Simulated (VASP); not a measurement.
Input of a VASP 6.6.1 run:

Contents of INCAR:

```
  PREC = Accurate
  ENCUT = 520
  EDIFF = 1E-7
  ISMEAR = 0
  SIGMA = 0.2
  LREAL = False
  LASPH = True
  NELM = 100
  ALGO = Normal
  ISIF = 2
  LWAVE = False
  LCHARG = False
  GGA = PE
  NBANDS = 32
```

KPOINTS

```
Automatic mesh
0
Gamma
  7 7 2
```

POSCAR

```
W3Cl
1.0
    1.5692779213     -2.3719968068      0.0000000000
    1.5692779213      2.3719968068      0.0000000000
    0.0000000000      0.0000000000      8.9088141685
W Cl
3 1
Direct
    0.0000000000      0.0000000000      0.0000000000
    0.5000000000      0.5000000000      0.7576417288
    0.5000000000      0.5000000000      0.2423582712
    0.0000000000      0.0000000000      0.5000000000
```

Potentials or basis: VASP PAW PBE potentials, release 64 (W_sv, Cl).

Command:

```bash
$ cat potpaw_PBE.64/W_sv/POTCAR potpaw_PBE.64/Cl/POTCAR > POTCAR
$ mpirun -np 1 vasp_std > vasp.out
```

Q: What does it give for the band gap on the k mesh?

A: Zero (an odd number of electrons rules out a gap without spin polarisation).

Q: Predict the pressure.

A: -0.1 GPa.

Q: What does it give for the largest force?

A: 0.024 eV/Å.

Stress tensor (GPa, compression positive):
```
 0.27  0.00  0.00
 0.00 -0.18  0.00
 0.00  0.00 -0.34
```

Caveat: spin-orbit coupling is left out, which moves the levels of the heavy elements; an odd number of electrons without spin polarisation forces a metal; a magnetic or distorted state may lie lower.
